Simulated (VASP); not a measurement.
# Cs (Im-3m) in VASP: notebook, part 2 of 2

VASP 6.6.1. The steps go on from the part before.

## 4. Single point, LDA

File INCAR:

```
PREC = Accurate
ENCUT = 520
EDIFF = 1E-7
ISMEAR = -1
SIGMA = 0.3
LREAL = F
LASPH = T
NELM = 100
ALGO = Normal
ISIF = 2
LWAVE = F
LCHARG = T
LELF = T
LVHAR = T
NBANDS = 10
```

File KPOINTS:

```
Automatic mesh
0
Gamma
  8 8 8
```

File POSCAR:

```
Cs
1.0
   -2.8840810378      2.8840810378      2.8840810378
    2.8840810378     -2.8840810378      2.8840810378
    2.8840810378      2.8840810378     -2.8840810378
Cs
1
Direct
    0.0000000000      0.0000000000      0.0000000000
```

Potentials or basis: VASP PAW LDA potentials, release 64 (Cs_sv).

Command:

```bash
> cat potpaw_LDA.64/Cs_sv/POTCAR > POTCAR
> mpirun -np 1 vasp_std > vasp.out
```

OUTCAR:

```text
PREC = Accurate
   ENCUT = 520
   EDIFF = 1E-7
   ISMEAR = -1
   LREAL = F
   LASPH = T
   NELM = 100
   ISIF = 2

 ion  position               nearest neighbor table
   1  0.000  0.000  0.000-

  LATTYP: Found a body centered cubic cell.
 ALAT       =     5.7681620756

  Lattice vectors:

 A1 = (  -2.8840810378,   2.8840810378,   2.8840810378)
 A2 = (   2.8840810378,  -2.8840810378,   2.8840810378)
 A3 = (   2.8840810378,   2.8840810378,  -2.8840810378)

Analysis of symmetry for initial positions (statically):
=====================================================================
 Subroutine PRICEL returns:
 Original cell was already a primitive cell.

 Routine SETGRP: Setting up the symmetry group for a
 body centered cubic supercell.

 Subroutine GETGRP returns: Found 48 space group operations
[... 9 lines left out ...]

 Routine SETGRP: Setting up the symmetry group for a
 body centered cubic supercell.

 Subroutine GETGRP returns: Found 48 space group operations
 (whereof 48 operations were pure point group operations)
 out of a pool of 48 trial point group operations.

[... 143 lines left out ...]

  energy without entropy =       -0.83230490  energy(sigma->0) =       -0.99949293

 E-fermi :   0.6799     XC(G=0):  -6.0244

 val. band max:        0.5416332786   @ k =  -0.3750   0.3750   0.1250
 cond. band min:       0.7036312640   @ k =   0.5000   0.0000   0.0000
 fundamental gap:      0.1619979854
 Fermi energy:         0.6799394736

 k-point     1 :       0.0000    0.0000    0.0000
  band No.  band energies     occupation
      1     -22.9430      2.00000
      2      -9.6388      2.00000
      3      -9.6388      2.00000
      4      -9.6388      2.00000
      5      -1.0938      1.99460
      6       3.3075      0.00031
      7       3.3075      0.00031
      8       3.3075      0.00031
      9       4.3458      0.00001
     10       4.3458      0.00001
[... 287 lines left out ...]
 k-point    24 :      -0.3750    0.3750    0.2500
  band No.  band energies     occupation
      1     -22.9230      2.00000
      2      -9.8304      2.00000
      3      -9.7577      2.00000
      4      -9.7339      2.00000
      5       0.9503      0.57763
      6       1.8142      0.04459
      7       3.1169      0.00059
      8       3.1718      0.00049
      9       4.1669      0.00002
     10       4.9198      0.00000

 [... further k-points ...]
[... 5 lines left out ...]
  --------------------------------------------------------------------------------------
  -------------------------------------------------------------------------------------
  Total       -0.0144627     -0.0144627     -0.0144627     -0.0000000     -0.0000000      0.0000000
  in kB       -0.2414780     -0.2414780     -0.2414780     -0.0000000     -0.0000000      0.0000000
  external PRESSURE =      -0.2414780 kB  Pullay stress =       0.0000000 kB

 VOLUME and BASIS-vectors are now :
 -----------------------------------------------------------------------------
  energy-cutoff  :      520.00
  volume of cell :       95.96
      direct lattice vectors                 reciprocal lattice vectors
    -2.884081038  2.884081038  2.884081038     0.000000000  0.173365448  0.173365448
     2.884081038 -2.884081038  2.884081038     0.173365448  0.000000000  0.173365448
     2.884081038  2.884081038 -2.884081038     0.173365448  0.173365448  0.000000000

 POSITION                                       TOTAL-FORCE (eV/Angst)
 -----------------------------------------------------------------------------------
      0.00000      0.00000      0.00000        -0.000000     -0.000000      0.000000
 -----------------------------------------------------------------------------------
    total drift:                                0.000000     -0.000000     -0.000000

  FREE ENERGIE OF THE ION-ELECTRON SYSTEM (eV)
  ---------------------------------------------------
  free  energy   TOTEN  =        -1.1666809592 eV

  energy  without entropy=       -0.8323048985  energy(sigma->0) =       -0.99949293
```

stdout:

```text
POSCAR found type information on POSCAR Cs
 POSCAR found :  1 types and       1 ions
 scaLAPACK will be used
 LDA part: xc-table for (Slater(with rela. corr.)+CA(PZ))
 , standard interpolation
 POSCAR, INCAR and KPOINTS ok, starting setup
 FFT: planning ... GRIDC
 FFT: planning ... GRID_SOFT
 FFT: planning ... GRID
 WAVECAR not read
 entering main loop
```

It took 22 s on 1 thread of Intel Xeon 6975P-C, shared host; peak memory 0.19 GiB.

Results:

```
Free energy : -1.1667 eV
Pressure    : 0.0 GPa
```

Levels at points of the mesh, in eV from the Fermi level:
| k point | band 1 | band 2 | band 3 | band 4 | band 5 | band 6 | band 7 | band 8 |
| --- | --- | --- | --- | --- | --- | --- | --- | --- |
| (0.00, 0.00, 0.00) | -23.62 | -10.32 | -10.32 | -10.32 | -1.77 | 2.63 | 2.63 | 2.63 |
| (0.50, 0.00, 0.00) | -23.61 | -10.58 | -10.40 | -10.32 | 0.02 | 1.27 | 1.67 | 3.53 |
| (0.50, 0.50, 0.50) | -23.59 | -10.50 | -10.50 | -10.50 | 0.59 | 0.59 | 3.62 | 3.62 |

Caveat: spin-orbit coupling is left out, which moves the levels of the heavy elements.

## 5. Single point, LDA

File INCAR:

```
PREC = Accurate
ENCUT = 520
EDIFF = 1E-6
ISMEAR = -1
SIGMA = 0.6
LREAL = F
LASPH = T
NELM = 80
ALGO = Normal
ISIF = 2
LWAVE = F
LCHARG = F
NBANDS = 10
```

KPOINTS is that of step 4.

POSCAR is that of step 4.

Command:

```bash
> cat potpaw_LDA.64/Cs_sv/POTCAR > POTCAR
> mpirun -np 1 vasp_std > vasp.out
```

Wall time 20 s (1 thread of Intel Xeon 6975P-C, shared host); peak memory 0.2 GiB.

Results (log left out):

```yaml
Free_energy: -1.6371 eV
Pressure: 0.1 GPa
```

Levels at points of the mesh, in eV from the Fermi level:
| k point | band 1 | band 2 | band 3 | band 4 | band 5 | band 6 | band 7 | band 8 | band 9 |
| --- | --- | --- | --- | --- | --- | --- | --- | --- | --- |
| (0.00, 0.00, 0.00) | -23.29 | -9.99 | -9.99 | -9.99 | -1.47 | 2.94 | 2.94 | 2.94 | 3.98 |
| (0.50, 0.00, 0.00) | -23.27 | -10.25 | -10.07 | -9.99 | 0.33 | 1.57 | 1.98 | 3.84 | 4.50 |
| (0.50, 0.50, 0.50) | -23.26 | -10.17 | -10.17 | -10.17 | 0.89 | 0.89 | 3.93 | 3.93 | 3.93 |

Caveat: spin-orbit coupling is left out, which moves the levels of the heavy elements.

## 6. Single point, LDA

File INCAR:

```
PREC = Accurate
ENCUT = 520
EDIFF = 1E-6
ISMEAR = -1
SIGMA = 1.0
LREAL = F
LASPH = T
NELM = 60
ALGO = Normal
ISIF = 2
LWAVE = F
LCHARG = F
GGA = CA
NBANDS = 10
```

File KPOINTS:

```
regular mesh
0
Gamma
  8 8 8
```

POSCAR is that of step 5.

Potentials or basis: VASP PAW LDA potentials, release 64 (Cs_sv).

Command:

```bash
> cat potpaw_LDA.64/Cs_sv/POTCAR > POTCAR
> mpirun -np 1 vasp_std > vasp.out
```

Run time: 27 s. Hardware: 1 thread of Intel Xeon 6975P-C, shared host; peak memory 0.19 GiB.

Results (log left out):

| Item | Value |
| --- | --- |
| Free energy | -2.5609 eV |
| Pressure | 0.3 GPa |

Levels at points of the mesh, in eV from the Fermi level:
| k point | band 1 | band 2 | band 3 | band 4 | band 5 | band 6 | band 7 | band 8 | band 9 |
| --- | --- | --- | --- | --- | --- | --- | --- | --- | --- |
| (0.00, 0.00, 0.00) | -22.65 | -9.35 | -9.35 | -9.35 | -0.88 | 3.54 | 3.54 | 3.54 | 4.58 |
| (0.50, 0.00, 0.00) | -22.63 | -9.61 | -9.44 | -9.35 | 0.92 | 2.17 | 2.58 | 4.44 | 5.11 |
| (0.50, 0.50, 0.50) | -22.62 | -9.53 | -9.53 | -9.53 | 1.49 | 1.49 | 4.52 | 4.52 | 4.52 |

Caveat: spin-orbit coupling is left out, which moves the levels of the heavy elements.

## 7. The runs side by side

| smearing | gap on the mesh (eV) | pressure (GPa) |
| --- | --- | --- |
| fermi-dirac 0.03 eV | none | 0.0 |
| fermi-dirac 0.2 eV | none | 0.0 |
| fermi-dirac 0.3 eV | none | 0.0 |
| fermi-dirac 0.6 eV | none | 0.1 |
| fermi-dirac 1 eV | none | 0.3 |

Alike in all rows: task single point; level LDA; potentials or basis VASP PAW LDA potentials, release 64 (Cs_sv); no spin polarisation; cell as given; k mesh 8 × 8 × 8; cutoff (eV) 520.

Every run on the cell as given and a fine mesh finds a metal.

Caveats: spin-orbit coupling is left out, which moves the levels of the heavy elements.

Absolute energies hang on the potentials; compare differences alone.
